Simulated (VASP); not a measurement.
Runs of VASP 6.6.1 on Si. Symmetry: P6/mmm, No. 191, hexagonal system. Conventional cell: a = 2.527 Å, b = 2.527 Å, c = 2.373 Å, α = 90.00°, β = 90.00°, γ = 120.00°. Si (site symmetry 6/mmm) has 8 Si at 2.37 to 2.53 Å within 3.1 Å. 

```tsv
smearing	gap on the mesh (eV)	pressure (GPa)
methfessel-paxton 0.5 eV	none	24.0
methfessel-paxton 0.1 eV	none	(a)
methfessel-paxton 0.3 eV	none	24.0
methfessel-paxton 0.2 eV	none	24.1
```

Alike in all rows: task single point; level PBE; potentials or basis VASP PAW PBE potentials, release 64 (Si); no spin polarisation; cell as given; k mesh 5 × 5 × 5; cutoff (eV) 520.

Problem. Estimate the missing entries.

Solution. (a) 24.3.

Caveats: all runs use coarse meshes.

A gap of «none» marks levels without a gap at the run's occupations.
